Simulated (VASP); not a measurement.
The system is RbBr.

```
Rb Br
1.0
     4.19290    0.00000    0.00000
     0.00000    4.19290    0.00000
     0.00000    0.00000    4.19290
Rb Br
1 1
Direct
  0.00000 0.00000 0.00000
  0.50000 0.50000 0.50000
```

- Program: VASP 6.6.1
- Task: relaxation of cell and atoms
- Functional: r2SCAN
- Potentials or basis: VASP PAW PBE potentials, release 64 (Rb_sv, Br)
- Cutoff: 600 eV
- k mesh: 6 × 6 × 6
- Occupations: fermi-dirac, width 0.02 eV
- Spin: no spin polarisation

At the start: pressure -0.7 GPa; volume 36.86 Å³/atom.

Q: Where does the relaxation end?

A: Over 4 steps the energy falls by 3.8 meV/atom and the volume is 35.21 Å³/atom (-4.5 %); space group Pm-3m (No. 221, to 0.1 Å) before and after.

The path:
```
step  energy change (eV)  largest force (eV/Å)  pressure (GPa)  volume (Å³)
   1              0.0000                0.0000           -0.70        73.71
   2             -0.0057                0.0000           -0.36        72.01
   3             -0.0076                0.0000           -0.03        70.53
   4             -0.0076                0.0000            0.01        70.42
```

Final structure:
```
CELL_PARAMETERS angstrom
4.12942 0.00000 0.00000
0.00000 4.12942 0.00000
0.00000 0.00000 4.12942
ATOMIC_POSITIONS crystal
Rb 0.00000 0.00000 0.00000
Br 0.50000 0.50000 0.50000
```

Caveat: the PAW data sets were made with another functional, which shifts forces and pressure a little.
